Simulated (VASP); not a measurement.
Here is a VASP 6.6.1 calculation.

Contents of INCAR:

```
ALGO = Normal ; EDIFF = 1E-6
ENCUT = 500 ; GGA = CA
GGA_COMPAT = False ; ISIF = 2
ISMEAR = 0 ; LASPH = True
LCHARG = False ; LREAL = False
LWAVE = False ; NBANDS = 16
NELM = 120 ; PREC = Accurate
SIGMA = 0.01
```

The input KPOINTS:

```
k-points
0
Gamma
  5 5 5
```

The input POSCAR:

```
GaAs
1.0
    0.0000000000      2.8268500000      2.8268500000
    2.8268500000      0.0000000000      2.8268500000
    2.8268500000      2.8268500000      0.0000000000
Ga As
1 1
Direct
    0.0000000000      0.0000000000      0.0000000000
    0.2500000000      0.2500000000      0.2500000000
```

Potentials or basis: VASP PAW LDA potentials, release 64 (Ga_d, As).

Run with:

```console
$ cat potpaw_LDA.64/Ga_d/POTCAR potpaw_LDA.64/As/POTCAR > POTCAR
$ mpirun -np 1 vasp_std > vasp.out
```

Q: Estimate the pressure.

A: -1.6 GPa.

Q: What does it give for the band gap on the k mesh?

A: 0.32 eV, direct.

**The experiment to reproduce.**

From “Evidence of valence band perturbations in GaAsN/GaAs(001): A combined variable-angle spectroscopic ellipsometry and modulated photoreflectance investigation”, 2008, arxiv:0805.2212, for a bulk crystal of GaAs at 300 K: band gap 1.412 ± 0.01 eV (direct).

A measured gap of GaAs is 1.412 eV (direct; 300 K; “Evidence of valence band perturbations in GaAsN/GaAs(001): A combined variable-angle spectroscopic ellipsometry and modulated photoreflectance investigation”, 2008, arxiv:0805.2212); the calculated 0.32 eV misses it by -1.09 eV. So large a miss can be the level of theory's own, or it may mean another phase, state or a wrong row. 3 values of this kind are on record (1.412 to 1.51 eV); this one was drawn at random among those near their median, those with a stated uncertainty first. Spin-orbit coupling on As, Ga is left out. The value is that of LDA, without temperature or zero-point motion. Semilocal functionals fall short of measured gaps as a rule.
